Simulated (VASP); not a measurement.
# BN (P6_3/mmc) in VASP: a series of runs

BN is run at these levels: LDA; tasks: vibrations by perturbation theory.

Program: VASP 6.6.1. These are calculated values, not measurements. Logs are shortened: lines on timing, memory, paths and dates and some standing lists are left out, and cuts for length are marked.

**1. The cell of the first run**

The structure is hexagonal, space group P6_3/mmc (No. 194). The conventional cell has a = 2.471 Å, b = 2.471 Å, c = 5.548 Å, α = 90.00°, β = 90.00°, γ = 120.00°. Within 1.9 Å of B (site symmetry -6m2) lie 3 N at 1.43 Å. Within 1.9 Å of N (site symmetry -6m2) lie 3 B at 1.43 Å.

**2. Vibrations by perturbation theory, LDA**

Input file INCAR:

```
SYSTEM = BN
PREC     = Accurate       ! precision mode
ENCUT    = 520            ! plane-wave cutoff, eV
EDIFF    = 1E-8           ! SCF threshold, eV
ISMEAR   = 0              ! smearing method
SIGMA    = 0.01           ! smearing width, eV
LREAL    = .FALSE.        ! projectors in reciprocal space
LASPH    = .TRUE.         ! aspherical terms in the spheres
NELM     = 100            ! most SCF steps
ALGO     = Normal         ! electronic algorithm
ISIF     = 2              ! what is computed and relaxed
LWAVE    = .FALSE.        ! write WAVECAR
LCHARG   = .TRUE.         ! write CHGCAR
IBRION   = 8              ! ionic algorithm
NSW      = 1              ! ionic steps
LEPSILON = .TRUE.         ! dielectric tensor by DFPT
```

Input file KPOINTS:

```
regular mesh
0
G
  12 12 4
  0 0 0
```

Input file POSCAR:

```
BN
1.0
    2.4711133204      0.0000000000      0.0000000000
   -1.2355566602      2.1400469111      0.0000000000
    0.0000000000      0.0000000000      5.5479929763
B N
2 2
Direct
    0.3333333333      0.6666666667      0.2500000000
    0.6666666667      0.3333333333      0.7500000000
    0.3333333333      0.6666666667      0.7500000000
    0.6666666667      0.3333333333      0.2500000000
```

Potentials or basis: VASP PAW LDA potentials, release 64 (B, N).

Launch:

```console
$ cat potpaw_LDA.64/B/POTCAR potpaw_LDA.64/N/POTCAR > POTCAR
$ mpirun -np 1 vasp_std > vasp.out
```

OUTCAR:

```text
SYSTEM = BN
   PREC = Accurate
   ENCUT = 520
   EDIFF = 1E-8
   ISMEAR = 0
   LREAL = .FALSE.
   LASPH = .TRUE.
   NELM = 100
   ISIF = 2
   IBRION = 8
   NSW = 1
   LEPSILON = .TRUE.

 ion  position               nearest neighbor table
   1  0.333  0.667  0.250-   4 1.43   4 1.43   4 1.43
   2  0.667  0.333  0.750-   3 1.43   3 1.43   3 1.43
   3  0.333  0.667  0.750-   2 1.43   2 1.43   2 1.43
   4  0.667  0.333  0.250-   1 1.43   1 1.43   1 1.43

  LATTYP: Found a hexagonal cell.
 ALAT       =     2.4711133204
 C/A-ratio  =     2.2451390353

  Lattice vectors:

 A1 = (   2.4711133204,   0.0000000000,   0.0000000000)
 A2 = (  -1.2355566602,   2.1400469111,   0.0000000000)
 A3 = (   0.0000000000,   0.0000000000,   5.5479929763)

Analysis of symmetry for initial positions (statically):
=====================================================================
 Subroutine PRICEL returns:
 Original cell was already a primitive cell.

 Routine SETGRP: Setting up the symmetry group for a
 hexagonal supercell.

 Subroutine GETGRP returns: Found 24 space group operations
 (whereof 12 operations were pure point group operations)
 out of a pool of 24 trial point group operations.

The static configuration has the point symmetry D_3d.
 The point group associated with its full space group is D_6h.

Analysis of symmetry for dynamics (positions and initial velocities):
=====================================================================
 Subroutine PRICEL returns:
 Original cell was already a primitive cell.

 Routine SETGRP: Setting up the symmetry group for a
 hexagonal supercell.

 Subroutine GETGRP returns: Found 24 space group operations
 (whereof 12 operations were pure point group operations)
 out of a pool of 24 trial point group operations.

The dynamic configuration has the point symmetry D_3d.
 The point group associated with its full space group is D_6h.

 Subroutine INISYM returns: Found 24 space group operations
 (whereof 12 operations are pure point group operations),
 and found     1 'primitive' translations

----------------------------------------------------------------------------------------

                                     Primitive cell

  volume of cell :      29.3394

  direct lattice vectors                    reciprocal lattice vectors
     2.471113320  0.000000000  0.000000000     0.404675897  0.233639738  0.000000000
    -1.235556660  2.140046911  0.000000000     0.000000000  0.467279476  0.000000000
     0.000000000  0.000000000  5.547992976     0.000000000  0.000000000  0.180245362

  length of vectors
     2.471113320  2.471113320  5.547992976     0.467279476  0.467279476  0.180245362

  position of ions in fractional coordinates (direct lattice)
     0.333333333  0.666666667  0.250000000
     0.666666667  0.333333333  0.750000000
     0.333333333  0.666666667  0.750000000
     0.666666667  0.333333333  0.250000000

  ion indices of the primitive-cell ions
   primitive index   ion index
                 1           1
                 2           2
                 3           3
                 4           4

[... 548 lines left out ...]
     0.00000  0.00000  0.00221

[... ionic steps 4 to 9 ...]

--------------------------------------- Ionic step       10  -------------------------------------------

------------------------ aborting loop because EDIFF is reached ----------------------------------------

[... ionic steps 11 to 11 ...]

--------------------------------------- Ionic step       12  -------------------------------------------

 Free energy of the ion-electron system (eV)
  ---------------------------------------------------
  ---------------------------------------------------
  free energy    TOTEN  =        -0.26355555 eV

  energy without entropy =       -0.26355555

------------------------ aborting loop because EDIFF is reached ----------------------------------------

 INTERNAL STRAIN TENSOR  FOR ION    3  DIRECTION 3   (eV/Angst):
 -----------------------------------------------------------------------------
     0.00438  0.00000  0.00000
     0.00000  0.00438  0.00000
     0.00000 -0.00000 -0.00908

 MACROSCOPIC STATIC DIELECTRIC TENSOR (including local field effects in DFT)
 ------------------------------------------------------
           5.407472     0.000000     0.000000
          -0.000000     5.407472     0.000000
           0.000000     0.000000     4.138543
 ------------------------------------------------------

 PIEZOELECTRIC TENSOR (including local field effects)  for field in x, y, z        (e  Angst)
          XX          YY          ZZ          XY          YZ          ZX
  --------------------------------------------------------------------------------
  x     0.00000     0.00000     0.00000     0.00000     0.00000     0.00000
  y     0.00000     0.00000     0.00000     0.00000     0.00000     0.00000
  z     0.00000     0.00000     0.00000     0.00000     0.00000     0.00000

 PIEZOELECTRIC TENSOR (including local field effects)  for field in x, y, z        (C/m^2)
          XX          YY          ZZ          XY          YZ          ZX
  --------------------------------------------------------------------------------
  x     0.00000     0.00000     0.00000     0.00000     0.00000     0.00000
  y     0.00000     0.00000     0.00000     0.00000     0.00000     0.00000
  z     0.00000     0.00000     0.00000     0.00000     0.00000     0.00000

 BORN EFFECTIVE CHARGES (including local field effects) (in |e|, cummulative output)
 ---------------------------------------------------------------------------------
 ion    1
    1     2.71783     0.00000     0.00000
    2     0.00000     2.71783     0.00000
    3     0.00000    -0.00000     1.39714
 ion    2
    1     2.71783     0.00000     0.00000
    2     0.00000     2.71783     0.00000
    3    -0.00000    -0.00000     1.39714
 ion    3
    1    -2.71783     0.00000     0.00000
    2     0.00000    -2.71783     0.00000
    3    -0.00000     0.00000    -1.39714
 ion    4
    1    -2.71783     0.00000     0.00000
    2     0.00000    -2.71783     0.00000
    3     0.00000     0.00000    -1.39714

 INTERNAL STRAIN TENSOR FOR ION    4 for displacements in x,y,z  (eV/Angst):
          X           Y           Z          XY          YZ          ZX
  --------------------------------------------------------------------------------
  x     0.00000    -0.00000     0.00000    16.11821     0.00000     0.00000
  y    16.11821   -16.11821     0.00000    -0.00000     0.00000     0.00000
  z     0.00000    -0.00000     0.00000     0.00000    -0.00000     0.00000

 SECOND DERIVATIVES (NOT SYMMETRIZED)
 ------------------------------------
               1X          1Y          1Z          2X          2Y          2Z          3X          3Y          3Z          4X          4Y          4Z
  1X   -45.156662    0.000000    0.000000    0.041321    0.000000    0.000000   -0.051734    0.000000    0.000000   45.167075    0.000000    0.000000
  1Y     0.000000  -45.156662    0.000000    0.000000    0.041321    0.000000    0.000000   -0.051734    0.000000    0.000000   45.167075    0.000000
  1Z     0.000000    0.000000  -12.072229    0.000000   -0.000000    2.741947    0.000000   -0.000000   -1.847440   -0.000000    0.000000   11.177723
  2X     0.041321    0.000000    0.000000  -45.156662    0.000000    0.000000   45.167075    0.000000    0.000000   -0.051734    0.000000    0.000000
  2Y     0.000000    0.041321    0.000000    0.000000  -45.156662    0.000000    0.000000   45.167075    0.000000    0.000000   -0.051734    0.000000
  2Z     0.000000   -0.000000    2.741947    0.000000    0.000000  -12.072229   -0.000000    0.000000   11.177723    0.000000   -0.000000   -1.847440
  3X    -0.052995    0.000000    0.000000   45.168611    0.000000    0.000000  -45.667509   -0.000000    0.000000    0.551893    0.000000    0.000000
  3Y     0.000000   -0.052995    0.000000    0.000000   45.168611    0.000000    0.000000  -45.667509    0.000000    0.000000    0.551893    0.000000
  3Z     0.000000   -0.000000   -1.801168    0.000000    0.000000   11.137060    0.000000    0.000000  -13.212267    0.000000   -0.000000    3.876375
  4X    45.168611    0.000000    0.000000   -0.052995    0.000000    0.000000    0.551893    0.000000    0.000000  -45.667509   -0.000000    0.000000
  4Y     0.000000   45.168611    0.000000    0.000000   -0.052995    0.000000    0.000000    0.551893    0.000000    0.000000  -45.667509    0.000000
  4Z     0.000000    0.000000   11.137060    0.000000   -0.000000   -1.801168    0.000000   -0.000000    3.876375    0.000000    0.000000  -13.212267

 Eigenvectors and eigenvalues of the dynamical matrix
 ----------------------------------------------------

   1 f  =   42.649684 THz   267.975870 2PiTHz 1422.640336 cm-1   176.384842 meV
             X         Y         Z           dx          dy          dz
     -0.000000  1.426698  1.386998    -0.000007    0.528868    0.000000
      1.235557  0.713349  4.160995     0.000007   -0.528868    0.000000
     -0.000000  1.426698  4.160995    -0.000007    0.469359    0.000000
      1.235557  0.713349  1.386998     0.000007   -0.469359    0.000000
[... 71 lines left out ...]
  12 f/i=    0.002881 THz     0.018104 2PiTHz    0.096114 cm-1     0.011917 meV
             X         Y         Z           dx          dy          dz
     -0.000000  1.426698  1.386998    -0.000000   -0.000000   -0.466832
      1.235557  0.713349  4.160995    -0.000000   -0.000000   -0.466832
     -0.000000  1.426698  4.160995    -0.000000   -0.000000   -0.531101
      1.235557  0.713349  1.386998    -0.000000   -0.000000   -0.531101

--------------------------------------------------------------------------------------------------------

 MACROSCOPIC STATIC DIELECTRIC TENSOR IONIC CONTRIBUTION
 ------------------------------------------------------
           2.019595     0.000000     0.000000
           0.000000     2.019595     0.000000
           0.000000     0.000000     2.579870
 ------------------------------------------------------

 ELASTIC MODULI CONTR FROM IONIC RELAXATION (kBar)
 Direction    XX          YY          ZZ          XY          YZ          ZX
 --------------------------------------------------------------------------------
 XX        -690.5926    690.5926     -0.0000     -0.0000      0.0000      0.0000
 YY         690.5926   -690.5926      0.0000      0.0000     -0.0000      0.0000
 ZZ          -0.0000      0.0000     -0.0000     -0.0000      0.0000      0.0000
 XY          -0.0000      0.0000     -0.0000   -690.5926      0.0000      0.0000
 YZ           0.0000     -0.0000      0.0000      0.0000     -0.0000      0.0000
 ZX           0.0000      0.0000      0.0000      0.0000      0.0000      0.0000
 --------------------------------------------------------------------------------

 PIEZOELECTRIC TENSOR IONIC CONTR  for field in x, y, z        (C/m^2)
          XX          YY          ZZ          XY          YZ          ZX
  --------------------------------------------------------------------------------
  x    -0.00000     0.00000    -0.00000    -0.00000     0.00000     0.00000
  y     0.00000    -0.00000    -0.00000    -0.00000    -0.00000     0.00000
  z    -0.00000     0.00000    -0.00000    -0.00000     0.00000     0.00000
```

Run time: 2.7 min. Hardware: 1 thread of Intel Xeon 6975P-C (Granite Rapids), shared host; peak memory 0.32 GiB.

What came out:

- Electronic dielectric tensor (diagonal): 5.41, 5.41, 4.14
- Born charges (mean of the diagonal): B +2.28; N -2.28 e
- Highest phonon frequency at Γ, LO-TO splitting left out: 1423 cm⁻¹

Phonon frequencies in cm⁻¹ (negative: imaginary):
```csv
q point,frequencies
"(0.000, 0.000, 0.000)",0 0 0 103 103 254 645 800 1418 1418 1423 1423
```

Electronic dielectric tensor:
```
5.41 0.00 0.00
0.00 5.41 0.00
0.00 0.00 4.14
```

Born effective charge tensors (e):
atom 1, B
```
2.72 0.00 0.00
0.00 2.72 0.00
0.00 0.00 1.40
```
atom 2, B
```
2.72 0.00 0.00
0.00 2.72 0.00
0.00 0.00 1.40
```
atom 3, N
```
-2.72  0.00  0.00
 0.00 -2.72  0.00
 0.00  0.00 -1.40
```
atom 4, N
```
-2.72  0.00  0.00
 0.00 -2.72  0.00
 0.00  0.00 -1.40
```

Caveat: the cell stands under pressure or tension, which shifts response properties.

(Part 1 of 3 ends here.)
